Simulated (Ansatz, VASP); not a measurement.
# Two plane-wave programs on BeS

The input INCAR:

```
  ALGO = Normal
  EDIFF = 1E-6
  ENCUT = 520
  GGA = PE
  ISIF = 2
  ISMEAR = 0
  LASPH = True
  LCHARG = False
  LREAL = False
  LWAVE = False
  NBANDS = 11
  NELM = 60
  PREC = Accurate
  SIGMA = 0.02
```

File KPOINTS:

```
k-points
0
Gamma
  8 8 8
```

The input POSCAR:

```
BeS
1.0
    0.0000000000      2.4380675047      2.4380675047
    2.4380675047      0.0000000000      2.4380675047
    2.4380675047      2.4380675047      0.0000000000
Be S
1 1
Direct
    0.0000000000      0.0000000000      0.0000000000
    0.7500000000      0.7500000000      0.7500000000
```

Input for Ansatz:

```yaml
crystal:
  lattice:
    - [0.0, 2.4380675047, 2.4380675047]
    - [2.4380675047, 0.0, 2.4380675047]
    - [2.4380675047, 2.4380675047, 0.0]
  atoms:
    - { symbol: Be, position: [0.0, 0.0, 0.0] }
    - { symbol: S, position: [0.75, 0.75, 0.75] }
basis:
  ecutwfc: 420
kpoints:
  mp_grid: { grid: [8, 8, 8] }
  band_path: { path: [VBM, CBM], npoints: 2 }
hamiltonian:
  xc: pbe
scf:
  occupations: { method: gaussian, width: 0.02 }
output:
  forces: false
  stress: false
  eigenvalues: true
checkpoint:
  read: start.run
  write: ck
  compress: false
  write_wavefunctions: false
  write_every: 100000
```

Alike in both runs: task single point; functional PBE; k mesh 8 × 8 × 8; occupations gaussian, width 0.02 eV; no spin polarisation.

```csv
,VASP,Ansatz
version,VASP 6.6.1,Ansatz 0.2.0
potentials or method,"VASP PAW PBE potentials, release 64 (Be, S), cutoff 520 eV","scalar-relativistic, plane waves, PAW"
valence electrons in the cell,8,8
```

|  | VASP | Ansatz | Ansatz less VASP |
| --- | --- | --- | --- |
| gap on the k mesh at the Fermi level (eV) | 3.15 | 3.15 | -0.001 |
| least direct gap on the mesh (eV) | 5.68 | 5.66 | -0.018 |

With one functional, cell and mesh, what is left measures potentials, basis and numerics.
